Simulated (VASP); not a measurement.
Here is a VASP 6.6.1 calculation.

Contents of INCAR:

```
  PREC = Accurate
  ENCUT = 520
  EDIFF = 1E-8
  ISMEAR = -1
  SIGMA = 0.02
  LREAL = F
  LASPH = T
  NELM = 60
  ALGO = Normal
  ISIF = 2
  LWAVE = F
  LCHARG = F
  GGA = PS
  LEFG = T
  NBANDS = 18
```

The input KPOINTS:

```
Automatic mesh
0
Gamma
  4 4 4
```

POSCAR

```
N
1.0
    5.7054900000      0.0000000000      0.0000000000
    0.0000000000      5.7054900000      0.0000000000
    0.0000000000      0.0000000000      5.6490000000
N
4
Direct
    0.0300000000      0.0300000000      0.0300000000
    0.4700000000      0.9700000000      0.5300000000
    0.5300000000      0.4700000000      0.9700000000
    0.9700000000      0.5300000000      0.4700000000
```

Potentials or basis: VASP PAW PBE potentials, release 64 (N).

Run with:

```bash
$ cat potpaw_PBE.64/N/POTCAR > POTCAR
$ mpirun -np 1 vasp_std > vasp.out
```

Question: Predict the pressure.

Answer: -3.9 GPa.

Question: Predict the band gap on the k mesh.

Answer: Zero (band 10 reaches -5.34 eV, above the bottom of band 11 at -5.49 eV).

Question: Predict the largest force.

Answer: 0.379 eV/Å.

Electric field gradients, principal values (V/Å²):
```csv
atom,least,middle,greatest (by size)
1 N,2.823,3.055,-5.877
2 N,2.823,3.055,-5.877
3 N,2.823,3.055,-5.877
4 N,2.823,3.055,-5.877
```

Caveat: the cell differs from its parent crystal (equal xx and yy strain of +1 %); without QUAD_EFG the Cq values of the log hold for a quadrupole moment of 1 mb, not for the nuclei; the PAW data sets were made with another functional, which shifts forces and pressure a little.
